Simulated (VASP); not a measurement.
# AlCo (rocksalt type): single point with PBE

The system is AlCo (rocksalt type).

```
Co Al
1.0
     0.00000    2.39598    2.39598
     2.39598    0.00000    2.39598
     2.39598    2.39598    0.00000
Co Al
1 1
Direct
  0.00000 0.00000 0.00000
  0.50000 0.50000 0.50000
```

| Property | Result |
| --- | --- |
| Program | VASP 6.6.1 |
| Task | single point |
| Functional | PBE |
| Potentials or basis | VASP PAW PBE potentials, release 64 (Co, Al) |
| Cutoff | 520 eV |
| k mesh | 14 × 14 × 14 |
| Occupations | fermi-dirac, width 0.1 eV |
| Spin | no spin polarisation |
| Dipole correction | no |
| Further INCAR settings | ALGO = Normal; EDIFF = 1e-06; NBANDS = 13 |

```
Pressure               : -0.1 GPa
Band gap on the k mesh : zero (bands 6 and 7 overlap by 0.19 eV)
```

Levels at points of the mesh, in eV from the Fermi level:
```
           k point  band 2  band 3  band 4  band 5  band 6  band 7  band 8  band 9  band 10  band 11
(0.00, 0.00, 0.00)   -1.41   -1.41   -1.41   -1.27   -1.27    7.27    7.27    7.27    11.17    11.17
(0.50, 0.00, 0.00)   -5.14   -1.91   -1.91   -0.54   -0.54    0.16    7.21    7.21     8.70     8.70
(0.50, 0.50, 0.00)   -3.31   -2.42   -0.88   -0.34   -0.34    0.67    2.07    2.07     6.62     7.18
```

Wall time 59 s on 1 thread of Intel Xeon 8259CL (shared host), peak memory 0.18 GiB.

Caveat: the run has no spin polarisation, though such a crystal can be magnetic. Spin polarisation is off, so any magnetic state and its effect on volume and gap are missing.
